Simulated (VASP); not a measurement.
**Ba: single point with PBEsol+D3(BJ)**

Crystal: Ba.

```
CELL_PARAMETERS angstrom
3.97570 0.00000 0.00000
-1.98785 3.44306 0.00000
0.00000 0.00000 3.67595
ATOMIC_POSITIONS crystal
Ba 0.00000 0.00000 0.00000
```

```yaml
Program: VASP 6.6.1
Task: single point
Functional: PBEsol
Dispersion: D3(BJ)
Potentials_or_basis: VASP PAW PBE potentials, release 64 (Ba_sv)
Cutoff: 520 eV
k_mesh: 7 × 7 × 7
Occupations: fermi-dirac, width 0.05 eV
Spin: no spin polarisation
```

The pressure is 0.2 GPa and the band gap on the k mesh is zero (band 5 reaches 2.83 eV, above the bottom of band 6 at 2.14 eV). The dispersion energy per atom is -0.317 eV.

Stress tensor (GPa, compression positive):
```
0.12 0.00 0.00
0.00 0.12 0.00
0.00 0.00 0.29
```

Levels at points of the mesh, in eV from the Fermi level:
```csv
k point,band 3,band 4,band 5,band 6,band 7,band 8
"(0.00, 0.00, 0.00)",-13.49,-13.40,-2.75,-0.07,1.92,1.92
```

It took 12 s on 1 thread of Intel(R) Xeon(R) Platinum 8488C (Sapphire Rapids) (shared host), peak memory 0.17 GiB.

Caveat: three body term missing; the PAW data sets were made with another functional, which shifts forces and pressure a little; spin-orbit coupling is left out, which moves the levels of the heavy elements; pairwise dispersion overbinds metals, which lowers pressure and volume.
